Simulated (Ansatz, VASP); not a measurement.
Al3GaN4: VASP beside Ansatz

```
Al Ga N
1.0
     4.31898   -0.16152   -0.16152
    -0.16152    4.31898   -0.16152
    -0.16152   -0.16152    4.31898
Al Ga N
3 1 4
Direct
  0.50000 0.50000 0.00000
  0.50000 0.00000 0.50000
  0.00000 0.50000 0.50000
  0.00000 0.00000 0.00000
  0.74471 0.74471 0.25529
  0.74471 0.25529 0.74471
  0.25529 0.74471 0.74471
  0.25529 0.25529 0.25529
```

Change from the starting cell: equal engineering shear yz, xz and xy -0.0733, equal normal strain along x, y and z -0.0200.

Alike in both runs: task single point; functional PBEsol; k mesh 6 × 6 × 6; occupations gaussian, width 0.05 eV; no spin polarisation.

```csv
,VASP,Ansatz
version,VASP 6.6.1,Ansatz 0.2.0
potentials or method,"VASP PAW PBE potentials, release 64 (Al, Ga_d, N), cutoff 520 eV","scalar-relativistic, plane waves, PAW"
valence electrons in the cell,42,42
```

|  | VASP | Ansatz | Ansatz less VASP |
| --- | --- | --- | --- |
| gap on the k mesh at the Fermi level (eV) | 2.88 | 2.89 | +0.013 |
| least direct gap on the mesh (eV) | 2.88 | 2.89 | +0.013 |
| pressure (GPa) | 19.1 | 19.0 | -0.08 |
| traceless stress, the component that is largest in VASP (GPa) | 21.82 | 21.61 | -0.211 |
| rms of the force components (eV/Å) | 1.436 | 1.422 | -0.0146 |

VASP's potentials were made for PBE, not for PBEsol. Atom by atom the forces differ by 0.030 eV/Å (rms over components).
